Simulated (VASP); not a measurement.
Runs of VASP 6.6.1 on AlN. The structure is that of space group I-4m2 (No. 119), or close to it. The cells are those of the table. 

| cell | gap on the mesh (eV) | pressure (GPa) |
| --- | --- | --- |
| a = 3.094, b = 3.094, c = 3.156 Å, angles 59.3, 59.3, 61.3°, 2 atoms | 3.09 | -0.4 |
| a = 3.076, b = 3.076, c = 3.201 Å, angles 58.6, 58.6, 62.7°, 2 atoms | (a) | -0.8 |
| a = 3.027, b = 3.027, c = 3.495 Å, angles 54.7, 54.7, 70.5°, 2 atoms | 2.84 | (b) |
| a = 3.031, b = 3.031, c = 3.594 Å, angles 53.6, 53.6, 72.7°, 2 atoms | 2.31 | -14.2 |
| a = 3.050, b = 3.050, c = 3.287 Å, angles 57.4, 57.4, 65.2°, 2 atoms | 2.73 | -2.5 |

Alike in all rows: task single point; level PBE; potentials or basis VASP PAW PBE potentials, release 64 (Al, N); no spin polarisation; k mesh 10 × 10 × 10; cutoff (eV) 520; smearing gaussian 0.05 eV.

Estimate the missing entries.

(a) 2.92; (b) -9.9.

A k mesh can miss the band edges.
